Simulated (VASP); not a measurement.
Input of a VASP 6.6.1 run:

File INCAR:

```
  ALGO = Normal
  EDIFF = 1E-6
  ENCUT = 520
  GGA = CA
  ISIF = 2
  ISMEAR = -1
  LASPH = T
  LCHARG = F
  LREAL = F
  LWAVE = F
  NBANDS = 12
  NELM = 80
  PREC = Accurate
  SIGMA = 0.05
```

File KPOINTS:

```
k-points
0
Gamma
  11 11 11
```

Contents of POSCAR:

```
Au
1.0
    0.0000000000      2.0749120936      2.0749120936
    2.0749120936      0.0000000000      2.0749120936
    2.0749120936      2.0749120936      0.0000000000
Au
1
Direct
    0.0000000000      0.0000000000      0.0000000000
```

Potentials or basis: VASP PAW LDA potentials, release 64 (Au).

The run is started by

```console
$ cat potpaw_LDA.64/Au/POTCAR > POTCAR
$ mpirun -np 1 vasp_std > vasp.out
```

(1) Predict the pressure.

## Answers

(1) -11.4 GPa.
